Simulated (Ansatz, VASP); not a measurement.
**Two plane-wave programs on La**

File INCAR:

```
SYSTEM = La
  PREC = Accurate
  ENCUT = 520
  EDIFF = 1E-6
  ISMEAR = 0
  SIGMA = 0.2
  LREAL = .False.
  LASPH = .True.
  NELM = 100
  ALGO = Normal
  ISIF = 2
  LWAVE = .False.
  LCHARG = .True.
  GGA = CA
  LELF = .True.
  LVHAR = .True.
  NBANDS = 30
```

File KPOINTS:

```
regular mesh
0
Gamma
  10 10 3
  0 0 0
```

File POSCAR:

```
La
1.0
    3.5996230182      0.0000000000      0.0000000000
   -1.7998115091      3.1173649778      0.0000000000
    0.0000000000      0.0000000000     11.5524372057
La
4
Direct
    0.0000000000      1.0000000000      0.0000000000
    1.0000000000      1.0000000000      0.5000000000
    0.3333333333      0.6666666667      0.7500000000
    0.6666666667      0.3333333333      0.2500000000
```

Input for Ansatz:

```yaml
crystal:
  lattice:
    - [3.5996230182, 0.0, 0.0]
    - [-1.7998115091, 3.1173649778, 0.0]
    - [0.0, 0.0, 11.5524372057]
  atoms:
    - { symbol: La, position: [0.0, 1.0, 0.0] }
    - { symbol: La, position: [1.0, 1.0, 0.5] }
    - { symbol: La, position: [0.3333333333, 0.6666666667, 0.75] }
    - { symbol: La, position: [0.6666666667, 0.3333333333, 0.25] }
hamiltonian:
  xc: lda
  pseudopotentials:
    kind: paw
    azcp:
      La: "pseudopotentials/La.paw.azcp"
basis:
  ecutwfc: 420
  fft_grid_basis: typed
kpoints:
  mp_grid: { grid: [10, 10, 3], shift: [0, 0, 0] }
magnetization:
  spin_polarized: false
scf:
  occupations: { method: gaussian, width: 0.2 }
  lower_state_search: "off"
output:
  stress: true
  write_density: true
  write_potential: true
  elf: true
  volumetric_format: npy
```

Alike in both runs: task single point; functional LDA; k mesh 10 × 10 × 3; occupations gaussian, width 0.2 eV; no spin polarisation.

|  | VASP | Ansatz |
| --- | --- | --- |
| version | VASP 6.6.1 | Ansatz 0.2.0 |
| potentials or method | VASP PAW LDA potentials, release 64 (La), cutoff 520 eV | plane waves (420 eV) with PAW, scalar-relativistic |
| valence electrons in the cell | 44 | 44 |

Ansatz gave:

| Property | Result |
| --- | --- |
| pressure (GPa) | 0.0 |

**Question.** Estimate VASP's values.

**Answer.** Pressure (GPa): -0.1.

Ansatz warns that its potentials were made for another functional, while VASP's fit it. LDA's correlation is that of Perdew and Zunger in VASP and of Perdew and Wang (1992) in Ansatz.

Neither program's run includes spin-orbit coupling.
